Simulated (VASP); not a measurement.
A run of VASP 6.6.1:

File INCAR:

```
SYSTEM = Si2C
PREC = Accurate
ENCUT = 520
EDIFF = 1E-6
ISMEAR = 0
SIGMA = 0.1
LREAL = .FALSE.
LASPH = .TRUE.
NELM = 100
ALGO = Normal
ISIF = 2
LWAVE = .FALSE.
LCHARG = .FALSE.
GGA = PE
NBANDS = 21
```

File KPOINTS:

```
regular mesh
0
G
  12 12 6
  0 0 0
```

The input POSCAR:

```
Si2C
1.0
    4.0372177436      0.0000000000      0.0000000000
   -2.0186088718      3.4963331266      0.0000000000
    0.0000000000      0.0000000000      7.1862221295
Si C
4 2
Direct
    0.3333333333      0.6666666667      0.7351232476
    0.3333333333      0.6666666667      0.2648767524
    0.6666666667      0.3333333333      0.7351232476
    0.6666666667      0.3333333333      0.2648767524
    0.3333333333      0.6666666667      0.0000000000
    0.6666666667      0.3333333333      0.0000000000
```

Potentials or basis: VASP PAW PBE potentials, release 64 (Si, C).

Run with:

```console
$ cat potpaw_PBE.64/Si/POTCAR potpaw_PBE.64/C/POTCAR > POTCAR
$ mpirun -np 1 vasp_std > vasp.out
```

Hardware: 1 thread of Intel Xeon 6975P-C (shared host).

Problem. Estimate the wall time of this run.

Solution. It took 2.6 min on 1 thread of Intel Xeon 6975P-C, with other jobs on the host, peak memory 0.28 GiB. Counts: scf iterations 14, k points 76.
